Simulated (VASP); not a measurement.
# Cs: single point with r2SCAN

The system is Cs.

```
CELL_PARAMETERS angstrom
0.00000 3.86773 3.86773
3.86773 0.00000 3.86773
3.86773 3.86773 0.00000
ATOMIC_POSITIONS crystal
Cs 0.00000 0.00000 0.00000
```

This isn't the form of Cs at room conditions, which is bcc.

```yaml
Program: VASP 6.6.1
Task: single point
Functional: r2SCAN
Potentials_or_basis: VASP PAW PBE potentials, release 64 (Cs_sv)
Cutoff: 520 eV
k_mesh: 6 × 6 × 6
Occupations: fermi-dirac, width 0.05 eV
Spin: no spin polarisation
Dipole_correction: no
Further_INCAR_settings: ALGO = Normal; EDIFF = 1e-07; NBANDS = 10
```

```json
{"Pressure": "0.2 GPa", "Band gap on the k mesh": "zero (an odd number of electrons rules out a gap without spin polarisation)"}
```

Levels at points of the mesh, in eV from the Fermi level:
| k point | band 3 | band 4 | band 5 | band 6 | band 7 | band 8 |
| --- | --- | --- | --- | --- | --- | --- |
| (0.00, 0.00, 0.00) | -11.15 | -11.15 | -1.76 | 2.76 | 2.76 | 2.76 |
| (0.50, 0.00, 0.00) | -11.16 | -11.16 | 0.07 | 0.69 | 2.58 | 2.58 |
| (0.50, 0.50, 0.00) | -11.19 | -11.19 | 0.30 | 1.17 | 1.46 | 4.35 |

Wall time 4.2 min on 1 thread of Intel Xeon 8259CL, with other jobs on the host, peak memory 0.28 GiB.

Caveat: the PAW data sets were made with another functional, which shifts forces and pressure a little; spin-orbit coupling is left out, which moves the levels of the heavy elements.
